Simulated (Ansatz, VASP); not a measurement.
Zr7Ge in VASP and in Ansatz

```
Zr Ge
1.0
     4.37584    2.52639    2.82392
    -4.37584    2.52639    2.82392
     0.00000   -5.05279    2.82392
Zr Ge
7 1
Cartesian
  0.0000 0.0000 0.0000
  -1.3478 2.5264 2.8239
  -1.5140 -2.4305 2.8239
  2.8618 -0.0959 2.8239
  1.3478 2.5264 2.8239
  -2.8618 -0.0959 2.8239
  1.5140 -2.4305 2.8239
  0.0000 0.0000 4.2359
```

Alike in both runs: functional PBE; k mesh 3 × 3 × 3; occupations gaussian, width 0.2 eV; no spin polarisation.

Ansatz relaxed the structure, and its values are those at the end. VASP's run is a single point on that final structure, the one shown.

|  | VASP | Ansatz |
| --- | --- | --- |
| version | VASP 6.6.1 | Ansatz 0.2.0 |
| potentials or method | VASP PAW PBE potentials, release 64 (Zr_sv, Ge_d), cutoff 500 eV | scalar-relativistic, plane waves, PAW |
| valence electrons in the cell | 98 | 98 |

```csv
,VASP,Ansatz,Ansatz less VASP
gap on the k mesh at the Fermi level (eV),none,none,-
pressure (GPa),-0.2,-0.3,-0.07
rms of the force components (eV/Å),0.008,0.002,-0.0064
```

A gap of «none» marks a metal or a gap that the smearing closes. With one functional, cell and mesh, what is left measures potentials, basis and numerics.

The k mesh is coarse, so the values compare programs but aren't converged.
